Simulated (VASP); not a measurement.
# Ni (P6_3/mmc) in VASP: notebook

The runs below take Ni through single point, with LDA.

Program: VASP 6.6.1. These are calculated values, not measurements. Logs are shortened: lines on timing, memory, paths and dates and some standing lists are left out, and cuts for length are marked.

### 1 The cell of the first run

Symmetry: P6_3/mmc, No. 194, hexagonal system. Conventional cell: a = 2.448 Å, b = 2.448 Å, c = 4.073 Å, α = 90.00°, β = 90.00°, γ = 120.00°. Within 3.2 Å of Ni (site symmetry -6m2) lie 12 Ni at 2.45 to 2.48 Å.

### 2 Single point, LDA, collinear spin, ferromagnetic start

INCAR reads:

```
SYSTEM = Ni
ALGO = Normal
EDIFF = 1E-6
ENCUT = 520
ISIF = 2
ISMEAR = -1
ISPIN = 2
LASPH = .TRUE.
LCHARG = .FALSE.
LMAXMIX = 4
LORBIT = 11
LREAL = .FALSE.
LWAVE = .FALSE.
MAGMOM = 1.5 1.5
NBANDS = 21
NELM = 150
PREC = Accurate
SIGMA = 0.1
```

KPOINTS reads:

```
k-points
0
G
  3 3 2
  0 0 0
```

POSCAR reads:

```
Ni
1.0
    2.4480230000      0.0000000000      0.0000000000
   -1.2240110000      2.1200500000      0.0000000000
    0.0000000000      0.0000000000      4.0728080000
Ni
2
Direct
    0.3333333333      0.6666666667      0.2500000000
    0.6666666667      0.3333333333      0.7500000000
```

Potentials or basis: VASP PAW LDA potentials, release 64 (Ni).

The run is started by

```sh
$ cat potpaw_LDA.64/Ni/POTCAR > POTCAR
$ mpirun -np 1 vasp_std > vasp.out
```

OUTCAR:

```text
SYSTEM = Ni
   EDIFF = 1E-6
   ENCUT = 520
   ISIF = 2
   ISMEAR = -1
   ISPIN = 2
   LASPH = .TRUE.
   LORBIT = 11
   LREAL = .FALSE.
   NELM = 150
   PREC = Accurate

 ion  position               nearest neighbor table
   1  0.333  0.667  0.250-   2 2.48   2 2.48   2 2.48   2 2.48   2 2.48   2 2.48
   2  0.667  0.333  0.750-   1 2.48   1 2.48   1 2.48   1 2.48   1 2.48   1 2.48

  LATTYP: Found a hexagonal cell.
 ALAT       =     2.4480230000
 C/A-ratio  =     1.6637131269

  Lattice vectors:

 A1 = (   2.4480230000,   0.0000000000,   0.0000000000)
 A2 = (  -1.2240110000,   2.1200500000,   0.0000000000)
 A3 = (   0.0000000000,   0.0000000000,   4.0728080000)

Analysis of symmetry for initial positions (statically):
=====================================================================
 Subroutine PRICEL returns:
 Original cell was already a primitive cell.

 Routine SETGRP: Setting up the symmetry group for a
 hexagonal supercell.

 Subroutine GETGRP returns: Found 24 space group operations
 (whereof 12 operations were pure point group operations)
 out of a pool of 24 trial point group operations.

The static configuration has the point symmetry D_3d.
 The point group associated with its full space group is D_6h.

Analysis of symmetry for dynamics (positions and initial velocities):
=====================================================================
 Subroutine PRICEL returns:
 Original cell was already a primitive cell.

 Routine SETGRP: Setting up the symmetry group for a
 hexagonal supercell.

 Subroutine GETGRP returns: Found 24 space group operations
 (whereof 12 operations were pure point group operations)
 out of a pool of 24 trial point group operations.

The dynamic configuration has the point symmetry D_3d.
 The point group associated with its full space group is D_6h.

Analysis of structural, dynamic, and magnetic symmetry:
=====================================================================
 Subroutine PRICEL returns:
 Original cell was already a primitive cell.

 Routine SETGRP: Setting up the symmetry group for a
 hexagonal supercell.

 Subroutine GETGRP returns: Found 24 space group operations
 (whereof 12 operations were pure point group operations)
 out of a pool of 24 trial point group operations.

The overall configuration has the point symmetry D_3d.
 The point group associated with its full space group is D_6h.

 Subroutine INISYM returns: Found 24 space group operations
 (whereof 12 operations are pure point group operations),
 and found     1 'primitive' translations

----------------------------------------------------------------------------------------

                                     Primitive cell

  volume of cell :      21.1376

  direct lattice vectors                    reciprocal lattice vectors
     2.448023000  0.000000000  0.000000000     0.408492894  0.235843398  0.000000000
    -1.224011000  2.120050000  0.000000000     0.000000000  0.471686989  0.000000000
     0.000000000  0.000000000  4.072808000     0.000000000  0.000000000  0.245530848

  length of vectors
     2.448023000  2.448022657  4.072808000     0.471686922  0.471686989  0.245530848

  position of ions in fractional coordinates (direct lattice)
     0.333333333  0.666666667  0.250000000
     0.666666667  0.333333333  0.750000000

  ion indices of the primitive-cell ions
   primitive index   ion index
                 1           1
                 2           2

----------------------------------------------------------------------------------------

 KPOINTS: k-points

Automatic generation of k-mesh.
 Grid dimensions read from file:
 generate k-points for:    3    3    2

 Generating k-lattice:

  Cartesian coordinates                     Fractional coordinates (reciprocal lattice)
     0.136164298  0.078614466  0.000000000     0.333333333  0.000000000  0.000000000
     0.000000000  0.157228996  0.000000000     0.000000000  0.333333333  0.000000000
     0.000000000  0.000000000  0.122765424     0.000000000  0.000000000  0.500000000

  Length of vectors
     0.157228974  0.157228996  0.122765424

  Shift w.r.t. Gamma in fractional coordinates (k-lattice)
     0.000000000  0.000000000  0.000000000

 Subroutine IBZKPT returns following result:
 ===========================================

 Found      6 irreducible k-points:

 Following reciprocal coordinates:
            Coordinates               Weight
  0.000000  0.000000  0.000000      1.000000
  0.333333 -0.000000  0.000000      6.000000
  0.333333  0.333333  0.000000      2.000000
  0.000000  0.000000  0.500000      1.000000
  0.333333 -0.000000  0.500000      6.000000
  0.333333  0.333333  0.500000      2.000000
   k-points           NKPTS =      6   k-points in BZ     NKDIM =      6   number of bands    NBANDS=     21
   number of dos      NEDOS =    301   number of ions     NIONS =      2
   total plane-waves  NPLWV =   9720
   dimension x,y,z NGX =    18 NGY =   18 NGZ =   30
   dimension x,y,z NGXF=    36 NGYF=   36 NGZF=   60
   ions per type =               2
   NGX,Y,Z   is equivalent  to a cutoff of  12.22, 12.22, 12.25 a.u.
   NGXF,Y,Z  is equivalent  to a cutoff of  24.45, 24.45, 24.49 a.u.
 SYSTEM =  Ni
   PREC   = accura    normal or accurate (medium, high low for compatibility)
   ISTART =      0    job   : 0-new  1-cont  2-samecut
   ICHARG =      2    charge: 1-file 2-atom 10-const
   ISPIN  =      2    spin polarized calculation?
   LNONCOLLINEAR =      F non collinear calculations
   LSORBIT =      F    spin-orbit coupling
   LASPH  =      T    aspherical Exc in radial PAW
   ENCUT  =  520.0 eV  38.22 Ry    6.18 a.u.   4.55  4.55  7.57*2*pi/ulx,y,z
   NELM   =    150;   NELMIN=  2; NELMDL= -5     # of ELM steps
   EDIFF  = 0.1E-05   stopping-criterion for ELM
   LREAL  =      F    real-space projection
   EDIFFG = 0.1E-04   stopping-criterion for IOM
   NSW    =      0    number of steps for IOM
   IBRION =     -1    ionic relax: 0-MD 1-quasi-New 2-CG
   NFREE  =      0    steps in history (QN), initial steepest desc. (CG)
   ISIF   =      2    stress and relaxation
   ISYM   =      2    0-nonsym 1-usesym 2-fastsym
   POTIM  = 0.5000    time-step for ionic-motion
   TEBEG  =    0.0;   TEEND  =   0.0 temperature during run
   PSTRESS=    0.0 pullay stress
   NELECT =      20.0000    total number of electrons
   NUPDOWN=      -1.0000    fix difference up-down
   EMIN   =  10.00;   EMAX   =-10.00  energy-range for DOS
   EFERMI =   0.00;   METHOD = LEGACY
   ISMEAR =    -1;   SIGMA  =   0.10  broadening in eV -4-tet -1-fermi 0-gaus
   EFERMI_NEDOS =   21; number of points for ismear=-14 and -15
   IALGO  =     38    algorithm
   IMIX   =      4    mixing-type and parameters
     AMIX     =   0.40;   BMIX     =  1.00
     AMIX_MAG =   1.60;   BMIX_MAG =  1.00
  volume/ion in A,a.u.               =      10.57        71.32
  Fermi-wavevector in a.u.,A,eV,Ry     =   1.607187  3.037142 35.144515  2.583049
  Thomas-Fermi vector in A             =   2.703255
   LORBIT       =     11    0 simple, 1 ext, 2 COOP (PROOUT), +10 PAW based schemes
   GGA     = CA    functional components
   LHFCALC =     F    Hartree Fock is set to
   AEXX    =    0.0000 exact exchange contribution
   IVDW    =     0    specifies the selected vdW correction
   LEPSILON=     F    determine dielectric tensor
   LRPA    =     F    only Hartree local field effects (RPA)
 spin polarized calculation
  energy-cutoff  :      520.00
  volume of cell :       21.14
 maximum number of plane-waves:       592
 NGX is ok and might be reduce to    18
   NGX =  9   NGY =  9   NGZ = 15

 number of electron      19.9999995 magnetization       2.1630784

 Free energy of the ion-electron system (eV)
  ---------------------------------------------------
  ext. energy  EPLUGINS =         0.00000000
  ---------------------------------------------------
  free energy    TOTEN  =       -12.78656397 eV

  energy without entropy =      -12.59702150  energy(sigma->0) =      -12.69179273

 E-fermi :   9.2104     XC(G=0): -13.8143

 val. band max:        9.2089845131   @ k =   0.3333   0.3333   0.0000
 cond. band min:       9.2151162862   @ k =   0.3333  -0.0000   0.0000
 fundamental gap:      0.0061317731
 Fermi energy:         9.2103643097

 spin component 1

 k-point     1 :       0.0000    0.0000    0.0000
  band No.  band energies     occupation
      1       0.1883      1.00000
      2       4.1864      1.00000
      3       6.4921      1.00000
      4       6.7366      1.00000
      5       6.7366      1.00000
      6       6.9938      1.00000
[... 13 lines left out ...]
     20      36.0721      0.00000
     21      39.9846      0.00000
[... 97 lines left out ...]
 k-point     6 :       0.3333    0.3333    0.5000
  band No.  band energies     occupation
      1       5.4894      1.00000
      2       5.4894      1.00000
      3       5.6565      1.00000
      4       5.6565      1.00000
      5       6.3789      1.00000
      6       6.3789      1.00000
[... 13 lines left out ...]
     20      32.9066      0.00000
     21      36.8074      0.00000
 Fermi energy:         9.2103643097

 spin component 2

 k-point     1 :       0.0000    0.0000    0.0000
  band No.  band energies     occupation
      1       0.3828      1.00000
      2       4.8234      1.00000
      3       7.4422      1.00000
      4       7.6939      1.00000
      5       7.6939      1.00000
      6       7.9717      1.00000
[... 13 lines left out ...]
     20      36.4004      0.00000
     21      40.3100      0.00000
[... 97 lines left out ...]
 k-point     6 :       0.3333    0.3333    0.5000
  band No.  band energies     occupation
      1       6.3455      1.00000
      2       6.3455      1.00000
      3       6.4341      1.00000
      4       6.4341      1.00000
      5       7.1643      1.00000
      6       7.1643      1.00000
[... 13 lines left out ...]
     20      33.1625      0.00000
     21      37.1197      0.00000

------------------------ aborting loop because EDIFF is reached ----------------------------------------

  FORCE on cell =-STRESS in cart. coord.  units (eV):
  Direction    XX          YY          ZZ          XY          YZ          ZX
  --------------------------------------------------------------------------------------
  -------------------------------------------------------------------------------------
  Total        0.0833148      0.0833148     -1.8367012      0.0000000      0.0000000     -0.0000000
  in kB        6.3150536      6.3150530   -139.2174095      0.0000015      0.0000000     -0.0000000
  external PRESSURE =     -42.1957676 kB  Pullay stress =       0.0000000 kB

 VOLUME and BASIS-vectors are now :
 -----------------------------------------------------------------------------
  energy-cutoff  :      520.00
  volume of cell :       21.14
      direct lattice vectors                 reciprocal lattice vectors
     2.448023000  0.000000000  0.000000000     0.408492894  0.235843398  0.000000000
    -1.224011000  2.120050000  0.000000000     0.000000000  0.471686989  0.000000000
     0.000000000  0.000000000  4.072808000     0.000000000  0.000000000  0.245530848

 POSITION                                       TOTAL-FORCE (eV/Angst)
 -----------------------------------------------------------------------------------
      0.00000      1.41337      1.01820         0.000000      0.000000      0.000000
      1.22401      0.70668      3.05461         0.000000     -0.000000      0.000000
 -----------------------------------------------------------------------------------
    total drift:                               -0.000000      0.000000     -0.000000

  FREE ENERGIE OF THE ION-ELECTRON SYSTEM (eV)
  ---------------------------------------------------
  free  energy   TOTEN  =       -12.7865639700 eV

  energy  without entropy=      -12.5970214979  energy(sigma->0) =      -12.69179273

 total charge

# of ion       s       p       d       tot
------------------------------------------
    1        0.531   0.583   8.239   9.353
    2        0.531   0.583   8.239   9.353
--------------------------------------------------
tot          1.062   1.166  16.477  18.705

 magnetization (x)

# of ion       s       p       d       tot
------------------------------------------
    1        0.015   0.011   1.038   1.064
    2        0.015   0.011   1.038   1.064
--------------------------------------------------
tot          0.031   0.022   2.076   2.128
```

Run time: 3.9 s. Hardware: 1 thread of Intel Xeon 6975P-C (Granite Rapids), shared host; peak memory 0.12 GiB.

What came out:

```yaml
Free_energy: -12.7866 eV
Pressure: -4.2 GPa
Net_moment: 2.16 μB per cell
Site_moments: Ni +1.06 μB
Valence_electrons_inside_the_program's_atomic_spheres: Ni 9.35
```

Stress tensor (GPa, compression positive):
```
  0.63   0.00   0.00
  0.00   0.63   0.00
  0.00   0.00 -13.92
```

Caveat: the k points lie up to 0.99 Å⁻¹ apart.

### 3 Single point, LDA, collinear spin, ferromagnetic start

INCAR reads:

```
PREC = Accurate
ENCUT = 520
EDIFF = 1E-6
ISMEAR = -1
SIGMA = 0.1
LREAL = F
LASPH = T
NELM = 150
ALGO = Normal
ISIF = 2
LWAVE = F
LCHARG = T
ISPIN = 2
MAGMOM = 1.5 1.5
LORBIT = 11
LMAXMIX = 4
GGA = CA
LELF = T
LVHAR = T
NBANDS = 21
```

KPOINTS reads:

```
regular mesh
0
Gamma
  5 5 3
```

POSCAR is that of step 2.

Potentials or basis: VASP PAW LDA potentials, release 64 (Ni).

The run is started by

```sh
$ cat potpaw_LDA.64/Ni/POTCAR > POTCAR
$ mpirun -np 1 vasp_std > vasp.out
```

Run time: 5.3 s. Hardware: 1 thread of Intel Xeon 6975P-C (Granite Rapids), shared host; peak memory 0.12 GiB.

The run converged. Its results:

```
Free energy                                           : -13.0365 eV
Pressure                                              : -9.5 GPa
Net moment                                            : 1.48 μB per cell
Site moments                                          : Ni +0.74 μB
Valence electrons inside the program's atomic spheres : Ni 9.37
```

Stress tensor (GPa, compression positive):
```
 -6.74   0.00   0.00
  0.00  -6.74   0.00
  0.00   0.00 -14.91
```

Levels at points of the mesh, in eV from the Fermi level:
Spin up:
```tsv
k point	band 7	band 8	band 9	band 10	band 11	band 12	band 13	band 14	band 15	band 16
(0.00, 0.00, 0.00)	-2.18	-1.64	-1.64	-0.71	-0.71	-0.44	5.62	23.23	25.26	25.26
```
Spin down:
```csv
k point,band 5,band 6,band 7,band 8,band 9,band 10,band 11,band 12,band 13,band 14
"(0.00, 0.00, 0.00)",-1.71,-1.43,-1.43,-0.96,-0.96,-0.39,0.02,0.02,6.09,23.25
```

Caveat: the k points lie up to 0.59 Å⁻¹ apart.

### 4 Single point, LDA, collinear spin, ferromagnetic start

INCAR reads:

```
PREC = Accurate ; ENCUT = 520
EDIFF = 1E-7 ; ISMEAR = -1
SIGMA = 0.1 ; LREAL = False
LASPH = True ; NELM = 150
ALGO = Normal ; ISIF = 2
LWAVE = False ; LCHARG = False
ISPIN = 2 ; MAGMOM = 1.5 1.5
LORBIT = 11 ; LMAXMIX = 4
GGA = CA ; NBANDS = 21
```

KPOINTS reads:

```
Automatic mesh
0
Gamma
  6 6 4
```

POSCAR is that of step 3.

The run is started by

```sh
$ cat potpaw_LDA.64/Ni/POTCAR > POTCAR
$ mpirun -np 1 vasp_std > vasp.out
```

It took 8.5 s on 1 thread of Intel Xeon 6975P-C (Granite Rapids), shared host; peak memory 0.13 GiB.

The run converged. Its results:

```
Free energy                                           : -13.1575 eV
Pressure                                              : -10.9 GPa
Net moment                                            : 1.16 μB per cell
Site moments                                          : Ni +0.58 μB
Valence electrons inside the program's atomic spheres : Ni 9.37
```

Stress tensor (GPa, compression positive):
```
 -9.73   0.00   0.00
  0.00  -9.73   0.00
  0.00   0.00 -13.21
```

Levels at points of the mesh, in eV from the Fermi level:
Spin up:
| k point | band 9 | band 10 | band 11 | band 12 | band 13 | band 14 |
| --- | --- | --- | --- | --- | --- | --- |
| (0.00, 0.00, 0.00) | -1.54 | -0.60 | -0.60 | -0.48 | 5.70 | 23.20 |
| (0.50, 0.00, 0.00) | -0.42 | -0.30 | 1.35 | 3.29 | 9.46 | 10.01 |
| (0.00, 0.00, 0.50) | -0.89 | -0.89 | -0.89 | -0.89 | 14.29 | 14.29 |
| (0.50, 0.00, 0.50) | -0.35 | -0.35 | 1.55 | 1.55 | 7.12 | 7.12 |
Spin down:
| k point | band 7 | band 8 | band 9 | band 10 | band 11 | band 12 | band 13 | band 14 |
| --- | --- | --- | --- | --- | --- | --- | --- | --- |
| (0.00, 0.00, 0.00) | -1.44 | -0.95 | -0.95 | -0.45 | 0.03 | 0.03 | 6.05 | 23.18 |
| (0.50, 0.00, 0.00) | -1.47 | 0.20 | 0.21 | 0.33 | 1.75 | 3.62 | 9.63 | 10.16 |
| (0.00, 0.00, 0.50) | -1.75 | -1.75 | -0.28 | -0.28 | -0.28 | -0.28 | 14.46 | 14.46 |
| (0.50, 0.00, 0.50) | -0.38 | -0.38 | 0.28 | 0.28 | 1.74 | 1.74 | 7.43 | 7.43 |

Caveat: the k points lie up to 0.49 Å⁻¹ apart.

### 5 The runs side by side

| k mesh | gap on the mesh (eV) | pressure (GPa) | moment (μB) |
| --- | --- | --- | --- |
| 3 × 3 × 2 | none | -4.2 | 2.16 |
| 5 × 5 × 3 | none | -9.5 | 1.48 |
| 6 × 6 × 4 | none | -10.9 | 1.16 |

Alike in all rows: task single point; level LDA; potentials or basis VASP PAW LDA potentials, release 64 (Ni); spin collinear, ferromagnetic start; cell as given; cutoff (eV) 520; smearing fermi-dirac 0.1 eV.

Caveats: all runs use coarse meshes.

Total energies depend on the potentials used, so only differences within one code and one set of settings carry meaning.
